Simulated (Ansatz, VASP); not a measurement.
One calculation of MgH2, two programs

INCAR

```
SYSTEM = MgH2
PREC = Accurate ; ENCUT = 520
EDIFF = 1E-7 ; ISMEAR = 0
SIGMA = 0.1 ; LREAL = .FALSE.
LASPH = .TRUE. ; NELM = 100
ALGO = Normal ; ISIF = 2
LWAVE = .FALSE. ; LCHARG = .FALSE.
GGA = PE ; NBANDS = 13
```

The input KPOINTS:

```
regular mesh
0
G
  6 6 4
  0 0 0
```

The input POSCAR:

```
MgH2
1.0
    2.2479461100     -2.3055819800      0.0000000000
    2.2479461100      2.3055819800      0.0000000000
    0.0000000000      0.0000000000      4.8470947400
Mg H
2 4
Direct
    0.0961728700      0.0961728700      0.0000000000
    0.9038271300      0.9038271300      0.5000000000
    0.4072456500      0.0641537300      0.6692364300
    0.5927543500      0.9358462700      0.1692364300
    0.9358462700      0.5927543500      0.8307635700
    0.0641537300      0.4072456500      0.3307635700
```

Input for Ansatz:

```yaml
crystal:
  lattice:
    - [2.24794611, -2.30558198, 0.0]
    - [2.24794611, 2.30558198, 0.0]
    - [0.0, 0.0, 4.84709474]
  atoms:
    - { symbol: Mg, position: [0.09617287, 0.09617287, 0.0] }
    - { symbol: Mg, position: [0.90382713, 0.90382713, 0.5] }
    - { symbol: H, position: [0.40724565, 0.06415373, 0.66923643] }
    - { symbol: H, position: [0.59275435, 0.93584627, 0.16923643] }
    - { symbol: H, position: [0.93584627, 0.59275435, 0.83076357] }
    - { symbol: H, position: [0.06415373, 0.40724565, 0.33076357] }
basis:
  ecutwfc: 420
kpoints:
  mp_grid: { grid: [6, 6, 4] }
hamiltonian:
  xc: pbe
scf:
  occupations: { method: gaussian, width: 0.1 }
  lower_state_search: "off"
output:
  forces: true
  stress: true
  eigenvalues: true
```

Alike in both runs: task single point; functional PBE; k mesh 6 × 6 × 4; occupations gaussian, width 0.1 eV; no spin polarisation.

|  | VASP | Ansatz |
| --- | --- | --- |
| version | VASP 6.6.1 | Ansatz 0.2.0 |
| potentials or method | VASP PAW PBE potentials, release 64 (Mg, H), cutoff 520 eV | scalar-relativistic, plane waves, PAW |
| valence electrons in the cell | 8 | 24 |

VASP gave:

| Quantity | Value |
| --- | --- |
| gap on the k mesh at the Fermi level (eV) | 1.51 |
| least direct gap on the mesh (eV) | 2.43 |
| pressure (GPa) | 13.1 |
| traceless stress, the component that is largest in VASP (GPa) | 13.35 |
| rms of the force components (eV/Å) | 0.300 |

**Question.** What did Ansatz give for the same quantities?

**Answer.** gap on the k mesh at the Fermi level (eV): 1.52; least direct gap on the mesh (eV): 2.44; pressure (GPa): 13.4; traceless stress, the component that is largest in VASP (GPa): 13.30; rms of the force components (eV/Å): 0.300.

Atom by atom the forces differ by 0.001 eV/Å (rms over components). The functional is the same, so the differences come from potentials, cutoffs and numerics. VASP's potentials hold 8 valence electrons a cell and Ansatz's 24, so a difference there can come from the potentials and not from the codes.
